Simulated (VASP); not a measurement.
# NaF (Fm-3m) in VASP: notebook

NaF is run at these levels: PBE, PBEsol; tasks: relaxation of cell and atoms.

All numbers are computed with VASP 6.6.1; they aren't measurements. Logs are shortened: lines on timing, memory, paths and dates and some standing lists are left out, and cuts for length are marked.

## Step 1: The cell of the first run

It takes space group Fm-3m (No. 225, cubic). The conventional cell has a = 4.572 Å, b = 4.572 Å, c = 4.572 Å, α = 90.00°, β = 90.00°, γ = 90.00°. Within 3.0 Å of Na (site symmetry m-3m) lie 6 F at 2.29 Å. Within 3.0 Å of F (site symmetry m-3m) lie 6 Na at 2.29 Å.

## Step 2: Relaxation of cell and atoms, PBE

INCAR reads:

```
  ALGO = Normal
  EDIFF = 1E-6
  EDIFFG = -0.005
  ENCUT = 600
  GGA = PE
  IBRION = 2
  ISIF = 3
  ISMEAR = -1
  LASPH = T
  LCHARG = F
  LREAL = F
  LWAVE = F
  NELM = 100
  NSW = 80
  PREC = Accurate
  SIGMA = 0.02
```

KPOINTS reads:

```
k-points
0
Gamma
  8 8 8
```

POSCAR reads:

```
NaF
1.0
    0.0000000000      2.2858943317      2.2858943317
    2.2858943317      0.0000000000      2.2858943317
    2.2858943317      2.2858943317      0.0000000000
Na F
1 1
Direct
    0.0000000000      0.0000000000      0.0000000000
    0.5000000000      0.5000000000      0.5000000000
```

Potentials or basis: VASP PAW PBE potentials, release 64 (Na_pv, F).

Launch:

```
> cat potpaw_PBE.64/Na_pv/POTCAR potpaw_PBE.64/F/POTCAR > POTCAR
> mpirun -np 1 vasp_std > vasp.out
```

OUTCAR:

```text
EDIFF = 1E-6
   EDIFFG = -0.005
   ENCUT = 600
   GGA = PE
   IBRION = 2
   ISIF = 3
   ISMEAR = -1
   LASPH = T
   LREAL = F
   NELM = 100
   NSW = 80
   PREC = Accurate

 ion  position               nearest neighbor table
   1  0.000  0.000  0.000-   2 2.29   2 2.29   2 2.29   2 2.29   2 2.29   2 2.29
   2  0.500  0.500  0.500-   1 2.29   1 2.29   1 2.29   1 2.29   1 2.29   1 2.29

  LATTYP: Found a face centered cubic cell.
 ALAT       =     4.5717886634

  Lattice vectors:

 A1 = (   0.0000000000,   2.2858943317,   2.2858943317)
 A2 = (   2.2858943317,   0.0000000000,   2.2858943317)
 A3 = (   2.2858943317,   2.2858943317,   0.0000000000)

Analysis of symmetry for initial positions (statically):
=====================================================================
 Subroutine PRICEL returns:
 Original cell was already a primitive cell.

 Routine SETGRP: Setting up the symmetry group for a
 face centered cubic supercell.

 Subroutine GETGRP returns: Found 48 space group operations
 (whereof 48 operations were pure point group operations)
 out of a pool of 48 trial point group operations.

The static configuration has the point symmetry O_h .

Analysis of symmetry for dynamics (positions and initial velocities):
=====================================================================
 Subroutine PRICEL returns:
 Original cell was already a primitive cell.

 Routine SETGRP: Setting up the symmetry group for a
 face centered cubic supercell.

 Subroutine GETGRP returns: Found 48 space group operations
 (whereof 48 operations were pure point group operations)
 out of a pool of 48 trial point group operations.

The dynamic configuration has the point symmetry O_h .

 Subroutine INISYM returns: Found 48 space group operations
 (whereof 48 operations are pure point group operations),
 and found     1 'primitive' translations

----------------------------------------------------------------------------------------

                                     Primitive cell

  volume of cell :      23.8890

  direct lattice vectors                    reciprocal lattice vectors
     0.000000000  2.285894332  2.285894332    -0.218732770  0.218732770  0.218732770
     2.285894332  0.000000000  2.285894332     0.218732770 -0.218732770  0.218732770
     2.285894332  2.285894332  0.000000000     0.218732770  0.218732770 -0.218732770

  length of vectors
     3.232742766  3.232742766  3.232742766     0.378856272  0.378856272  0.378856272

  position of ions in fractional coordinates (direct lattice)
     0.000000000  0.000000000  0.000000000
     0.500000000  0.500000000  0.500000000

  ion indices of the primitive-cell ions
   primitive index   ion index
                 1           1
                 2           2

----------------------------------------------------------------------------------------

 KPOINTS: k-points

Automatic generation of k-mesh.
 Grid dimensions read from file:
 generate k-points for:    8    8    8

 Generating k-lattice:

  Cartesian coordinates                     Fractional coordinates (reciprocal lattice)
    -0.027341596  0.027341596  0.027341596     0.125000000  0.000000000  0.000000000
     0.027341596 -0.027341596  0.027341596     0.000000000  0.125000000  0.000000000
     0.027341596  0.027341596 -0.027341596     0.000000000  0.000000000  0.125000000

  Length of vectors
     0.047357034  0.047357034  0.047357034

  Shift w.r.t. Gamma in fractional coordinates (k-lattice)
     0.000000000  0.000000000  0.000000000

 Subroutine IBZKPT returns following result:
 ===========================================

 Found     29 irreducible k-points:

 Following reciprocal coordinates:
            Coordinates               Weight
  0.000000  0.000000  0.000000      1.000000
  0.125000  0.000000  0.000000      8.000000
  0.250000  0.000000  0.000000      8.000000
  0.375000  0.000000  0.000000      8.000000
  0.500000  0.000000  0.000000      4.000000
  0.125000  0.125000  0.000000      6.000000
[... 16 lines left out ...]
  0.500000  0.250000  0.125000     48.000000
 -0.375000  0.250000  0.125000     24.000000
 [... further k-points ...]
   k-points           NKPTS =     29   k-points in BZ     NKDIM =     29   number of bands    NBANDS=     11
   number of dos      NEDOS =    301   number of ions     NIONS =      2
   total plane-waves  NPLWV =  21952
   dimension x,y,z NGX =    28 NGY =   28 NGZ =   28
   dimension x,y,z NGXF=    56 NGYF=   56 NGZF=   56
   ions per type =               1   1
   NGX,Y,Z   is equivalent  to a cutoff of  14.40, 14.40, 14.40 a.u.
   NGXF,Y,Z  is equivalent  to a cutoff of  28.80, 28.80, 28.80 a.u.
 SYSTEM =  unknown system
   PREC   = accura    normal or accurate (medium, high low for compatibility)
   ISTART =      0    job   : 0-new  1-cont  2-samecut
   ICHARG =      2    charge: 1-file 2-atom 10-const
   ISPIN  =      1    spin polarized calculation?
   LNONCOLLINEAR =      F non collinear calculations
   LSORBIT =      F    spin-orbit coupling
   LASPH  =      T    aspherical Exc in radial PAW
   ENCUT  =  600.0 eV  44.10 Ry    6.64 a.u.   6.46  6.46  6.46*2*pi/ulx,y,z
   NELM   =    100;   NELMIN=  2; NELMDL= -5     # of ELM steps
   EDIFF  = 0.1E-05   stopping-criterion for ELM
   LREAL  =      F    real-space projection
   EDIFFG = -.5E-02   stopping-criterion for IOM
   NSW    =     80    number of steps for IOM
   IBRION =      2    ionic relax: 0-MD 1-quasi-New 2-CG
   NFREE  =      1    steps in history (QN), initial steepest desc. (CG)
   ISIF   =      3    stress and relaxation
   ISYM   =      2    0-nonsym 1-usesym 2-fastsym
   POTIM  = 0.5000    time-step for ionic-motion
   TEBEG  =    0.0;   TEEND  =   0.0 temperature during run
   PSTRESS=    0.0 pullay stress
   NELECT =      14.0000    total number of electrons
   NUPDOWN=      -1.0000    fix difference up-down
   EMIN   =  10.00;   EMAX   =-10.00  energy-range for DOS
   EFERMI =   0.00;   METHOD = LEGACY
   ISMEAR =    -1;   SIGMA  =   0.02  broadening in eV -4-tet -1-fermi 0-gaus
   EFERMI_NEDOS =   21; number of points for ismear=-14 and -15
   IALGO  =     38    algorithm
   IMIX   =      4    mixing-type and parameters
     AMIX     =   0.40;   BMIX     =  1.00
     AMIX_MAG =   1.60;   BMIX_MAG =  1.00
  volume/ion in A,a.u.               =      11.94        80.61
  Fermi-wavevector in a.u.,A,eV,Ry     =   1.369992  2.588909 25.536476  1.876878
  Thomas-Fermi vector in A             =   2.495818
   LORBIT       =      0    0 simple, 1 ext, 2 COOP (PROOUT), +10 PAW based schemes
   GGA     = PE    functional components
   LHFCALC =     F    Hartree Fock is set to
   AEXX    =    0.0000 exact exchange contribution
   IVDW    =     0    specifies the selected vdW correction
   LEPSILON=     F    determine dielectric tensor
   LRPA    =     F    only Hartree local field effects (RPA)
 conjugate gradient relaxation of ions
 non-spin polarized calculation
  energy-cutoff  :      600.00
  volume of cell :       23.89
 maximum number of plane-waves:       821
 NGX is ok and might be reduce to    28
   NGX = 13   NGY = 13   NGZ = 13

--------------------------------------- Ionic step        1  -------------------------------------------

 number of electron      13.9999999 magnetization

 Free energy of the ion-electron system (eV)
  ---------------------------------------------------
  ext. energy  EPLUGINS =         0.00000000
  ---------------------------------------------------
  free energy    TOTEN  =        -8.54210471 eV

  energy without entropy =       -8.54210471  energy(sigma->0) =       -8.54210471

 E-fermi :  -1.4521     XC(G=0):  -9.3500

 val. band max:       -1.9048631303   @ k =   0.0000   0.0000   0.0000
 cond. band min:       4.6215559572   @ k =   0.0000   0.0000   0.0000
 fundamental gap:      6.5264190874
 Fermi energy:        -1.4521107094

 k-point     1 :       0.0000    0.0000    0.0000
  band No.  band energies     occupation
      1     -21.1490      2.00000
      2     -20.7304      2.00000
      3     -20.7304      2.00000
      4     -20.7304      2.00000
      5      -1.9049      2.00000
      6      -1.9049      2.00000
      7      -1.9049      2.00000
      8       4.6216      0.00000
      9      17.3648      0.00000
     10      17.3648      0.00000
     11      17.3648      0.00000

 k-point     2 :       0.1250    0.0000    0.0000
  band No.  band energies     occupation
      1     -21.3177      2.00000
      2     -20.7323      2.00000
      3     -20.7323      2.00000
      4     -20.5392      2.00000
      5      -2.2157      2.00000
      6      -1.9460      2.00000
      7      -1.9460      2.00000
      8       5.1832      0.00000
      9      15.6132      0.00000
     10      17.6207      0.00000
     11      17.6207      0.00000
[... 438 lines left out ...]
 POSITION                                       TOTAL-FORCE (eV/Angst)
 -----------------------------------------------------------------------------------
      0.00000      0.00000      0.00000         0.000000      0.000000      0.000000
      2.34696      2.34696      2.34696        -0.000000     -0.000000     -0.000000
 -----------------------------------------------------------------------------------
    total drift:                                0.000000      0.000000      0.000000

  FREE ENERGIE OF THE ION-ELECTRON SYSTEM (eV)
  ---------------------------------------------------
  free  energy   TOTEN  =        -8.5673214570 eV

  energy  without entropy=       -8.5673214570  energy(sigma->0) =       -8.56732146

--------------------------------------- Ionic step        5  -------------------------------------------

 number of electron      14.0000003 magnetization

 Free energy of the ion-electron system (eV)
  ---------------------------------------------------
  ext. energy  EPLUGINS =         0.00000000
  ---------------------------------------------------
  free energy    TOTEN  =        -8.56733111 eV

  energy without entropy =       -8.56733111  energy(sigma->0) =       -8.56733111

 E-fermi :  -1.7396     XC(G=0):  -8.9646

 val. band max:       -2.2549475431   @ k =   0.0000   0.0000   0.0000
 cond. band min:       3.8334856297   @ k =   0.0000   0.0000   0.0000
 fundamental gap:      6.0884331728
 Fermi energy:        -1.7396365420

 k-point     1 :       0.0000    0.0000    0.0000
  band No.  band energies     occupation
      1     -21.3638      2.00000
      2     -21.3224      2.00000
      3     -21.3224      2.00000
      4     -21.3224      2.00000
      5      -2.2549      2.00000
      6      -2.2549      2.00000
      7      -2.2549      2.00000
      8       3.8335      0.00000
      9      16.4340      0.00000
     10      16.4340      0.00000
     11      16.4340      0.00000

 k-point     2 :       0.1250    0.0000    0.0000
  band No.  band energies     occupation
      1     -21.6203      2.00000
      2     -21.3240      2.00000
      3     -21.3240      2.00000
      4     -21.0478      2.00000
      5      -2.5349      2.00000
      6      -2.2899      2.00000
      7      -2.2899      2.00000
      8       4.3645      0.00000
      9      14.7214      0.00000
     10      16.6547      0.00000
     11      16.6547      0.00000
[... 330 lines left out ...]
 POSITION                                       TOTAL-FORCE (eV/Angst)
 -----------------------------------------------------------------------------------
      0.00000      0.00000      0.00000        -0.000000     -0.000000     -0.000000
      2.34827      2.34827      2.34827         0.000000      0.000000      0.000000
 -----------------------------------------------------------------------------------
    total drift:                                0.000000      0.000000      0.000000

  FREE ENERGIE OF THE ION-ELECTRON SYSTEM (eV)
  ---------------------------------------------------
  free  energy   TOTEN  =        -8.5673311098 eV

  energy  without entropy=       -8.5673311098  energy(sigma->0) =       -8.56733111

 reached required accuracy - stopping structural energy minimisation
```

Wall time 30 s (1 thread of Intel Xeon 6975P-C, shared host); peak memory 0.15 GiB.

Results:

```yaml
Free_energy: -8.5673 eV
Relaxed_volume: 12.95 Å³/atom
Relaxed_cell: a = 3.321 Å, b = 3.321 Å, c = 3.321 Å, α = 60.00°, β = 60.00°, γ = 60.00°
Space_group_after_relaxing_to_0.05_Å: Fm-3m (No. 225)
Energy_gained_by_relaxing: 12.6 meV/atom
Ionic_steps: 5
Pressure_after_relaxing: -0.1 GPa
Band_gap_on_the_k_mesh: 6.09 eV, direct
```

Step by step:
```csv
step,energy change (eV),largest force (eV/Å),pressure (GPa),volume (Å³)
1,0.0000,0.0000,4.34,23.89
2,-0.0209,0.0000,1.67,25.03
3,-0.0250,0.0000,-0.45,26.09
4,-0.0252,0.0000,0.10,25.86
5,-0.0252,0.0000,-0.06,25.90
```

Final structure:
```
CELL_PARAMETERS angstrom
0.00000 2.34827 2.34827
2.34827 0.00000 2.34827
2.34827 2.34827 0.00000
ATOMIC_POSITIONS crystal
Na 0.00000 0.00000 0.00000
F 0.50000 0.50000 0.50000
```

Levels at points of the mesh, in eV from the valence-band top:
```tsv
k point	band 4	band 5	band 6	band 7	band 8	band 9	band 10	band 11
(0.00, 0.00, 0.00)	-19.07	0.00	0.00	0.00	6.09	18.69	18.69	18.69
(0.50, 0.00, 0.00)	-18.27	-1.50	-0.23	-0.23	10.54	12.13	19.68	19.68
(0.50, 0.50, 0.00)	-18.88	-1.21	-0.39	-0.39	12.82	13.17	13.21	19.25
```

## Step 3: Relaxation of cell and atoms, PBEsol

This run uses another cell than the first one, of 12.98 Å³/atom, 1.087 times its volume.

INCAR reads:

```
SYSTEM = NaF
PREC     = Accurate       ! precision mode
ENCUT    = 600            ! plane-wave cutoff, eV
EDIFF    = 1E-6           ! SCF threshold, eV
ISMEAR   = -1             ! smearing method
SIGMA    = 0.02           ! smearing width, eV
LREAL    = .FALSE.        ! projectors in reciprocal space
LASPH    = .TRUE.         ! aspherical terms in the spheres
NELM     = 100            ! most SCF steps
ALGO     = Normal         ! electronic algorithm
ISIF     = 3              ! what is computed and relaxed
LWAVE    = .FALSE.        ! write WAVECAR
LCHARG   = .FALSE.        ! write CHGCAR
GGA      = PS             ! functional
IBRION   = 2              ! ionic algorithm
NSW      = 80             ! ionic steps
EDIFFG   = -0.005         ! ionic threshold
```

KPOINTS reads:

```
regular mesh
0
G
  8 8 8
  0 0 0
```

POSCAR reads:

```
NaF
1.0
    0.0000000000      2.3499911958      2.3499911958
    2.3499911958      0.0000000000      2.3499911958
    2.3499911958      2.3499911958      0.0000000000
Na F
1 1
Direct
    0.0000000000      0.0000000000      0.0000000000
    0.5000000000      0.5000000000      0.5000000000
```

Potentials or basis: VASP PAW PBE potentials, release 64 (Na_pv, F).

Launch:

```
> cat potpaw_PBE.64/Na_pv/POTCAR potpaw_PBE.64/F/POTCAR > POTCAR
> mpirun -np 1 vasp_std > vasp.out
```

It took 28 s on 1 thread of Intel Xeon 6975P-C, shared host; peak memory 0.15 GiB.

It converged, with:

```
Free energy                            : -8.7732 eV
Relaxed volume                         : 12.37 Å³/atom
Relaxed cell                           : a = 3.271 Å, b = 3.271 Å, c = 3.271 Å, α = 60.00°, β = 60.00°, γ = 60.00°
Space group after relaxing (to 0.05 Å) : Fm-3m (No. 225)
Energy gained by relaxing              : 4.3 meV/atom
Ionic steps                            : 4
Pressure after relaxing                : 0.0 GPa
Band gap on the k mesh                 : 6.19 eV, direct
```

The path:
```tsv
step	energy change (eV)	largest force (eV/Å)	pressure (GPa)	volume (Å³)
1	0.0000	0.0000	-2.17	25.96
2	-0.0066	0.0000	-0.99	25.30
3	-0.0084	0.0000	-0.28	24.90
4	-0.0086	0.0000	0.02	24.74
```

Final structure:
```
Na F
1.0
     0.00000    2.31266    2.31266
     2.31266    0.00000    2.31266
     2.31266    2.31266    0.00000
Na F
1 1
Cartesian
  2.3127 2.3127 0.0000
  2.3127 2.3127 2.3127
```

Levels at points of the mesh, in eV from the valence-band top:
| k point | band 3 | band 4 | band 5 | band 6 | band 7 | band 8 | band 9 | band 10 | band 11 |
| --- | --- | --- | --- | --- | --- | --- | --- | --- | --- |
| (0.00, 0.00, 0.00) | -18.75 | -18.75 | 0.00 | 0.00 | 0.00 | 6.19 | 18.89 | 18.89 | 18.89 |
| (0.50, 0.00, 0.00) | -18.76 | -18.00 | -1.63 | -0.26 | -0.26 | 10.64 | 12.38 | 20.04 | 20.04 |
| (0.50, 0.50, 0.00) | -18.81 | -18.80 | -1.31 | -0.41 | -0.41 | 13.02 | 13.12 | 13.59 | 19.71 |

Caveat: the PAW data sets were made with another functional, which shifts forces and pressure a little. PBEsol gaps usually lie below the measured ones, often by a third to a half.
